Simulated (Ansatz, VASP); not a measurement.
## TaSi2 in VASP and in Ansatz

```
Ta Si
1.0
     0.00000    2.95932    2.95932
     2.95932    0.00000    2.95932
     2.95932    2.95932    0.00000
Ta Si
1 2
Direct
  0.25000 0.25000 0.25000
  0.75000 0.75000 0.75000
  0.50000 0.50000 0.50000
```

Alike in both runs: functional PBE; k mesh 6 × 6 × 6; occupations gaussian, width 0.1 eV; no spin polarisation.

Ansatz relaxed the structure, and its values are those at the end. VASP's run is a single point on that final structure, the one shown.

|  | VASP | Ansatz |
| --- | --- | --- |
| version | VASP 6.6.1 | Ansatz 0.2.0 |
| potentials or method | VASP PAW PBE potentials, release 64 (Ta_pv, Si), cutoff 520 eV | scalar-relativistic, plane waves, PAW |
| valence electrons in the cell | 19 | 21 |

|  | VASP | Ansatz | Ansatz less VASP |
| --- | --- | --- | --- |
| gap on the k mesh at the Fermi level (eV) | none | none | - |
| pressure (GPa) | -0.3 | -0.3 | +0.01 |

A gap of «none» marks a metal or a gap that the smearing closes. VASP's potentials hold 19 valence electrons a cell and Ansatz's 21, so a difference there can come from the potentials and not from the codes.

Neither program's run includes spin-orbit coupling.
